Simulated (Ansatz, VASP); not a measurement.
# Cu in VASP and in Ansatz

```
CELL_PARAMETERS angstrom
0.00000 1.80748 1.80748
1.80748 0.00000 1.80748
1.80748 1.80748 0.00000
ATOMIC_POSITIONS crystal
Cu 0.00000 0.00000 0.00000
```

Alike in both runs: task relaxation of cell and atoms; functional LDA; k mesh 15 × 15 × 15; occupations fermi-dirac, width 0.1 eV; no spin polarisation.

|  | VASP | Ansatz |
| --- | --- | --- |
| version | VASP 6.6.1 | Ansatz 0.2.0 |
| potentials or method | VASP PAW LDA potentials, release 64 (Cu_sv_GW), cutoff 700 eV | plane waves (420 eV) with PAW, scalar-relativistic |
| valence electrons in the cell | 19 | 19 |

|  | VASP | Ansatz | Ansatz less VASP |
| --- | --- | --- | --- |
| relaxed volume (Å³/atom) | 10.70 | 10.88 | +0.187 |
| relaxed cell length with the largest relative difference (Å) | 2.473 | 2.487 | +0.0143 |

Ansatz warns that its potentials were made for another functional, while VASP's fit it. LDA's correlation is that of Perdew and Zunger in VASP and of Perdew and Wang (1992) in Ansatz.
